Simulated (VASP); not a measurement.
# SiC (P6_3mc) in VASP: further runs

SiC is run at these levels: PBE, r2SCAN; tasks: single point.

All numbers are computed with VASP 6.6.1; they aren't measurements. Logs are shortened: lines on timing, memory, paths and dates and some standing lists are left out, and cuts for length are marked.

### 1 The cell of the first run

Symmetry: P6_3mc, No. 186, hexagonal system. The conventional cell has a = 3.095 Å, b = 3.095 Å, c = 15.188 Å, α = 90.00°, β = 90.00°, γ = 120.00°. Within 2.5 Å of Si (site symmetry 3m) lie 4 C at 1.89 to 1.90 Å. Within 2.5 Å of Si (site symmetry 3m) lie 4 C at 1.90 Å. Within 2.5 Å of Si (site symmetry 3m) lie 4 C at 1.89 to 1.90 Å. Within 2.5 Å of C (site symmetry 3m) lie 4 Si at 1.89 to 1.90 Å. C (site symmetry 3m) has 4 Si at 1.90 Å within 2.5 Å. Within 2.5 Å of C (site symmetry 3m) lie 4 Si at 1.89 to 1.90 Å.

### 2 Single point, PBE

The input, INCAR:

```
SYSTEM = SiC
PREC = Accurate
ENCUT = 520
EDIFF = 1E-6
ISMEAR = 0
SIGMA = 0.02
LREAL = .FALSE.
LASPH = .TRUE.
NELM = 80
ALGO = Normal
ISIF = 2
LWAVE = .FALSE.
LCHARG = .FALSE.
GGA = PE
NBANDS = 36
```

The input, KPOINTS:

```
Automatic mesh
0
G
  12 12 2
  0 0 0
```

The input, POSCAR:

```
SiC
1.0
    3.0947360574      0.0000000000      0.0000000000
   -1.5473680287      2.6801200437      0.0000000000
    0.0000000000      0.0000000000     15.1881298545
Si C
6 6
Direct
    0.3333333333      0.6666666667      0.1422863724
    0.6666666667      0.3333333333      0.6422863724
    0.0000000000      0.0000000000      0.4755194283
    0.0000000000      0.0000000000      0.9755194283
    0.6666666667      0.3333333333      0.3087736127
    0.3333333333      0.6666666667      0.8087736127
    0.0000000000      0.0000000000      0.3501570151
    0.0000000000      0.0000000000      0.8501570151
    0.3333333333      0.6666666667      0.0173185554
    0.6666666667      0.3333333333      0.5173185554
    0.6666666667      0.3333333333      0.1838050062
    0.3333333333      0.6666666667      0.6838050062
```

Potentials or basis: VASP PAW PBE potentials, release 64 (Si, C).

Run with:

```console
$ cat potpaw_PBE.64/Si/POTCAR potpaw_PBE.64/C/POTCAR > POTCAR
$ mpirun -np 1 vasp_std > vasp.out
```

OUTCAR:

```text
SYSTEM = SiC
   PREC = Accurate
   ENCUT = 520
   EDIFF = 1E-6
   ISMEAR = 0
   LREAL = .FALSE.
   LASPH = .TRUE.
   NELM = 80
   ISIF = 2
   GGA = PE

 ion  position               nearest neighbor table
   1  0.333  0.667  0.142-  11 1.89  11 1.89  11 1.89   9 1.90   5 3.10   5 3.10   5 3.10   4 3.10
                             4 3.10   4 3.10
   2  0.667  0.333  0.642-  12 1.89  12 1.89  12 1.89  10 1.90   6 3.10   6 3.10   6 3.10   3 3.10
                             3 3.10   3 3.10
   3  0.000  0.000  0.476-  10 1.90  10 1.90  10 1.90   7 1.90   5 3.10   5 3.10   5 3.10   2 3.10
                             2 3.10   2 3.10
   4  0.000  0.000  0.976-   9 1.90   9 1.90   9 1.90   8 1.90   6 3.10   6 3.10   6 3.10   1 3.10
                             1 3.10   1 3.10
   5  0.667  0.333  0.309-   7 1.89   7 1.89   7 1.89  11 1.90   1 3.10   1 3.10   1 3.10   3 3.10
                             3 3.10   3 3.10
   6  0.333  0.667  0.809-   8 1.89   8 1.89   8 1.89  12 1.90   2 3.10   2 3.10   2 3.10   4 3.10
                             4 3.10   4 3.10
   7  0.000  0.000  0.350-   5 1.89   5 1.89   5 1.89   3 1.90
   8  0.000  0.000  0.850-   6 1.89   6 1.89   6 1.89   4 1.90
   9  0.333  0.667  0.017-   4 1.90   4 1.90   4 1.90   1 1.90
  10  0.667  0.333  0.517-   3 1.90   3 1.90   3 1.90   2 1.90
  11  0.667  0.333  0.184-   1 1.89   1 1.89   1 1.89   5 1.90
  12  0.333  0.667  0.684-   2 1.89   2 1.89   2 1.89   6 1.90

  LATTYP: Found a hexagonal cell.
 ALAT       =     3.0947360574
 C/A-ratio  =     4.9077302790

  Lattice vectors:

 A1 = (   3.0947360574,   0.0000000000,   0.0000000000)
 A2 = (  -1.5473680287,   2.6801200437,   0.0000000000)
 A3 = (   0.0000000000,   0.0000000000,  15.1881298545)

Analysis of symmetry for initial positions (statically):
=====================================================================
 Subroutine PRICEL returns:
 Original cell was already a primitive cell.

 Routine SETGRP: Setting up the symmetry group for a
 hexagonal supercell.

 Subroutine GETGRP returns: Found 12 space group operations
 (whereof  6 operations were pure point group operations)
 out of a pool of 24 trial point group operations.

The static configuration has the point symmetry C_3v.
 The point group associated with its full space group is C_6v.

Analysis of symmetry for dynamics (positions and initial velocities):
=====================================================================
 Subroutine PRICEL returns:
 Original cell was already a primitive cell.

 Routine SETGRP: Setting up the symmetry group for a
 hexagonal supercell.

 Subroutine GETGRP returns: Found 12 space group operations
 (whereof  6 operations were pure point group operations)
 out of a pool of 24 trial point group operations.

The dynamic configuration has the point symmetry C_3v.
 The point group associated with its full space group is C_6v.

 Subroutine INISYM returns: Found 12 space group operations
 (whereof  6 operations are pure point group operations),
 and found     1 'primitive' translations

----------------------------------------------------------------------------------------

                                     Primitive cell

  volume of cell :     125.9744

  direct lattice vectors                    reciprocal lattice vectors
     3.094736057  0.000000000  0.000000000     0.323129334  0.186558808  0.000000000
    -1.547368029  2.680120044  0.000000000     0.000000000  0.373117616  0.000000000
     0.000000000  0.000000000 15.188129854     0.000000000  0.000000000  0.065840891

  length of vectors
     3.094736057  3.094736057 15.188129854     0.373117616  0.373117616  0.065840891

  position of ions in fractional coordinates (direct lattice)
     0.333333333  0.666666667  0.142286372
     0.666666667  0.333333333  0.642286372
     0.000000000  0.000000000  0.475519428
     0.000000000  0.000000000  0.975519428
     0.666666667  0.333333333  0.308773613
     0.333333333  0.666666667  0.808773613
     0.000000000  0.000000000  0.350157015
     0.000000000  0.000000000  0.850157015
     0.333333333  0.666666667  0.017318555
     0.666666667  0.333333333  0.517318555
     0.666666667  0.333333333  0.183805006
     0.333333333  0.666666667  0.683805006

  ion indices of the primitive-cell ions
   primitive index   ion index
                 1           1
                 2           2
                 3           3
                 4           4
                 5           5
                 6           6
                 7           7
                 8           8
                 9           9
                10          10
                11          11
                12          12

----------------------------------------------------------------------------------------

 KPOINTS: Automatic mesh

Automatic generation of k-mesh.
 Grid dimensions read from file:
 generate k-points for:   12   12    2

 Generating k-lattice:

  Cartesian coordinates                     Fractional coordinates (reciprocal lattice)
     0.026927444  0.015546567  0.000000000     0.083333333  0.000000000  0.000000000
     0.000000000  0.031093135  0.000000000     0.000000000  0.083333333  0.000000000
     0.000000000  0.000000000  0.032920445     0.000000000  0.000000000  0.500000000

  Length of vectors
     0.031093135  0.031093135  0.032920445

  Shift w.r.t. Gamma in fractional coordinates (k-lattice)
     0.000000000  0.000000000  0.000000000

 Subroutine IBZKPT returns following result:
 ===========================================

 Found     38 irreducible k-points:

 Following reciprocal coordinates:
            Coordinates               Weight
  0.000000  0.000000  0.000000      1.000000
  0.083333  0.000000  0.000000      6.000000
  0.166667  0.000000  0.000000      6.000000
  0.250000  0.000000  0.000000      6.000000
  0.333333  0.000000  0.000000      6.000000
  0.416667  0.000000  0.000000      6.000000
[... 16 lines left out ...]
  0.250000  0.000000  0.500000      6.000000
  0.333333  0.000000  0.500000      6.000000
 [... further k-points ...]
   k-points           NKPTS =     38   k-points in BZ     NKDIM =     38   number of bands    NBANDS=     36
   number of dos      NEDOS =    301   number of ions     NIONS =     12
   total plane-waves  NPLWV =  69120
   dimension x,y,z NGX =    24 NGY =   24 NGZ =  120
   dimension x,y,z NGXF=    48 NGYF=   48 NGZF=  240
   ions per type =               6   6
   NGX,Y,Z   is equivalent  to a cutoff of  12.89, 12.89, 13.13 a.u.
   NGXF,Y,Z  is equivalent  to a cutoff of  25.79, 25.79, 26.27 a.u.
 SYSTEM =  SiC
   PREC   = accura    normal or accurate (medium, high low for compatibility)
   ISTART =      0    job   : 0-new  1-cont  2-samecut
   ICHARG =      2    charge: 1-file 2-atom 10-const
   ISPIN  =      1    spin polarized calculation?
   LNONCOLLINEAR =      F non collinear calculations
   LSORBIT =      F    spin-orbit coupling
   LASPH  =      T    aspherical Exc in radial PAW
   ENCUT  =  520.0 eV  38.22 Ry    6.18 a.u.   5.75  5.75 28.24*2*pi/ulx,y,z
   NELM   =     80;   NELMIN=  2; NELMDL= -5     # of ELM steps
   EDIFF  = 0.1E-05   stopping-criterion for ELM
   LREAL  =      F    real-space projection
   EDIFFG = 0.1E-04   stopping-criterion for IOM
   NSW    =      0    number of steps for IOM
   IBRION =     -1    ionic relax: 0-MD 1-quasi-New 2-CG
   NFREE  =      0    steps in history (QN), initial steepest desc. (CG)
   ISIF   =      2    stress and relaxation
   ISYM   =      2    0-nonsym 1-usesym 2-fastsym
   POTIM  = 0.5000    time-step for ionic-motion
   TEBEG  =    0.0;   TEEND  =   0.0 temperature during run
   PSTRESS=    0.0 pullay stress
   NELECT =      48.0000    total number of electrons
   NUPDOWN=      -1.0000    fix difference up-down
   EMIN   =  10.00;   EMAX   =-10.00  energy-range for DOS
   EFERMI =   0.00;   METHOD = LEGACY
   ISMEAR =     0;   SIGMA  =   0.02  broadening in eV -4-tet -1-fermi 0-gaus
   EFERMI_NEDOS =   21; number of points for ismear=-14 and -15
   IALGO  =     38    algorithm
   IMIX   =      4    mixing-type and parameters
     AMIX     =   0.40;   BMIX     =  1.00
     AMIX_MAG =   1.60;   BMIX_MAG =  1.00
  volume/ion in A,a.u.               =      10.50        70.84
  Fermi-wavevector in a.u.,A,eV,Ry     =   1.186846  2.242815 19.165227  1.408604
  Thomas-Fermi vector in A             =   2.323010
   LORBIT       =      0    0 simple, 1 ext, 2 COOP (PROOUT), +10 PAW based schemes
   GGA     = PE    functional components
   LHFCALC =     F    Hartree Fock is set to
   AEXX    =    0.0000 exact exchange contribution
   IVDW    =     0    specifies the selected vdW correction
   LEPSILON=     F    determine dielectric tensor
   LRPA    =     F    only Hartree local field effects (RPA)
 non-spin polarized calculation
 Gauss-broadening in eV      SIGMA  =   0.02
  energy-cutoff  :      520.00
  volume of cell :      125.97
 maximum number of plane-waves:      3444
 NGX is ok and might be reduce to    24
   NGX = 11   NGY = 11   NGZ = 57

 number of electron      48.0000001 magnetization

 Free energy of the ion-electron system (eV)
  ---------------------------------------------------
  ext. energy  EPLUGINS =         0.00000000
  ---------------------------------------------------
  free energy    TOTEN  =       -90.37375573 eV

  energy without entropy =      -90.37375573  energy(sigma->0) =      -90.37375573

 E-fermi :   8.1452     XC(G=0): -11.2910

 val. band max:        7.9902042162   @ k =   0.0000   0.0000   0.0000
 cond. band min:      10.0183929137   @ k =   0.5000   0.0000   0.0000
 fundamental gap:      2.0281886975
 Fermi energy:         8.1451528558

 k-point     1 :       0.0000    0.0000    0.0000
  band No.  band energies     occupation
      1      -7.3521      2.00000
      2      -6.8369      2.00000
      3      -6.8017      2.00000
      4      -5.3277      2.00000
      5      -5.2983      2.00000
      6      -3.8411      2.00000
[... 28 lines left out ...]
     35      15.2447      0.00000
     36      15.3589      0.00000

 k-point     2 :       0.0833    0.0000    0.0000
  band No.  band energies     occupation
      1      -7.2329      2.00000
      2      -6.7194      2.00000
      3      -6.6838      2.00000
      4      -5.2160      2.00000
      5      -5.1865      2.00000
      6      -3.7407      2.00000
[... 28 lines left out ...]
     35      15.2465      0.00000
     36      15.2762      0.00000

 k-point     3 :       0.1667    0.0000    0.0000
  band No.  band energies     occupation
      1      -6.8781      2.00000
      2      -6.3704      2.00000
      3      -6.3335      2.00000
      4      -4.8865      2.00000
      5      -4.8564      2.00000
      6      -3.4488      2.00000
[... 28 lines left out ...]
     35      15.5206      0.00000
     36      15.8602      0.00000
[... 742 lines left out ...]
 k-point    23 :       0.2500    0.0000    0.5000
  band No.  band energies     occupation
      1      -6.1683      2.00000
      2      -6.1683      2.00000
      3      -5.1594      2.00000
      4      -5.1594      2.00000
      5      -3.4722      2.00000
      6      -3.4722      2.00000
[... 28 lines left out ...]
     35      15.9382      0.00000
     36      15.9382      0.00000

 k-point    24 :       0.3333    0.0000    0.5000
  band No.  band energies     occupation
      1      -5.3938      2.00000
      2      -5.3938      2.00000
      3      -4.4348      2.00000
      4      -4.4348      2.00000
      5      -2.9088      2.00000
      6      -2.9088      2.00000
[... 28 lines left out ...]
     35      15.8199      0.00000
     36      15.8261      0.00000

 [... further k-points ...]

------------------------ aborting loop because EDIFF is reached ----------------------------------------

  FORCE on cell =-STRESS in cart. coord.  units (eV):
  Direction    XX          YY          ZZ          XY          YZ          ZX
  --------------------------------------------------------------------------------------
  -------------------------------------------------------------------------------------
  Total       -0.0065219     -0.0065219     -0.0681790      0.0000000      0.0000000     -0.0000000
  in kB       -0.0829471     -0.0829471     -0.8671202      0.0000000      0.0000000     -0.0000000
  external PRESSURE =      -0.3443381 kB  Pullay stress =       0.0000000 kB

 VOLUME and BASIS-vectors are now :
 -----------------------------------------------------------------------------
  energy-cutoff  :      520.00
  volume of cell :      125.97
      direct lattice vectors                 reciprocal lattice vectors
     3.094736057  0.000000000  0.000000000     0.323129334  0.186558808  0.000000000
    -1.547368029  2.680120044  0.000000000     0.000000000  0.373117616  0.000000000
     0.000000000  0.000000000 15.188129854     0.000000000  0.000000000  0.065840891

 POSITION                                       TOTAL-FORCE (eV/Angst)
 -----------------------------------------------------------------------------------
     -0.00000      1.78675      2.16106        -0.000000      0.000000      0.004702
      1.54737      0.89337      9.75513         0.000000     -0.000000      0.004702
      0.00000      0.00000      7.22225         0.000000     -0.000000     -0.002701
      0.00000      0.00000     14.81632         0.000000     -0.000000     -0.002701
      1.54737      0.89337      4.68969        -0.000000      0.000000      0.002457
     -0.00000      1.78675     12.28376         0.000000     -0.000000      0.002457
      0.00000      0.00000      5.31823        -0.000000     -0.000000      0.004450
      0.00000      0.00000     12.91230         0.000000     -0.000000      0.004450
     -0.00000      1.78675      0.26304         0.000000     -0.000000     -0.002651
      1.54737      0.89337      7.85710        -0.000000      0.000000     -0.002651
      1.54737      0.89337      2.79165        -0.000000      0.000000     -0.006257
     -0.00000      1.78675     10.38572         0.000000     -0.000000     -0.006257
 -----------------------------------------------------------------------------------
    total drift:                               -0.000000     -0.000000     -0.000713

  FREE ENERGIE OF THE ION-ELECTRON SYSTEM (eV)
  ---------------------------------------------------
  free  energy   TOTEN  =       -90.3737557350 eV

  energy  without entropy=      -90.3737557350  energy(sigma->0) =      -90.37375573
```

It took 4.2 min on 1 thread of Intel Xeon 8259CL, shared host; peak memory 0.31 GiB.

What came out:

```
Free energy            : -90.3738 eV
Pressure               : 0.0 GPa
Largest force          : 0.006 eV/Å
Band gap on the k mesh : 2.03 eV (least direct gap 3.12 eV)
```

Forces in eV/Å, atoms in the order of the input:
```
Si   0.000  0.000  0.005
Si   0.000  0.000  0.005
Si   0.000  0.000 -0.003
Si   0.000  0.000 -0.003
Si   0.000  0.000  0.002
Si   0.000  0.000  0.002
C    0.000  0.000  0.004
C    0.000  0.000  0.004
C    0.000  0.000 -0.003
C    0.000  0.000 -0.003
C    0.000  0.000 -0.006
C    0.000  0.000 -0.006
```

(Continued in part 2 of 2.)
